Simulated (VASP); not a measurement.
# Sr: single point with PBEsol

Sr:

```xyz
1
Lattice="4.1831 0.0000 0.0000 -2.0916 3.6227 0.0000 2.0916 1.2076 3.4155" Properties=species:S:1:pos:R:3 pbc="T T T"
Sr    0.0000    0.0000    0.0000
```

```yaml
Program: VASP 6.6.1
Task: single point
Functional: PBEsol
Potentials_or_basis: VASP PAW PBE potentials, release 64 (Sr_sv)
Cutoff: 520 eV
k_mesh: 9 × 9 × 10
Occupations: gaussian, width 0.1 eV
Spin: no spin polarisation
Dipole_correction: no
Further_INCAR_settings: ALGO = Fast; EDIFF = 1e-06; NBANDS = 11; ISYM = 0
```

* Pressure: 0.0 GPa
* Band gap on the k mesh: zero (filled and empty bands touch)

Levels at points of the mesh, in eV from the Fermi level:
```
           k point  band 1  band 2  band 3  band 4  band 5  band 6  band 7  band 8  band 9  band 10
(0.00, 0.00, 0.00)  -36.44  -18.33  -18.32  -18.32   -3.77    2.38    2.38    2.38    3.96     3.96
(0.00, 0.00, 0.50)  -36.42  -18.57  -18.36  -18.36   -1.19    0.14    2.21    2.21    5.08     5.08
```

Wall time 4.4 min on 1 thread of Oxide Virtual Turin-like Processor, on a shared host, peak memory 0.32 GiB.

Caveat: the PAW data sets were made with another functional, which shifts forces and pressure a little.
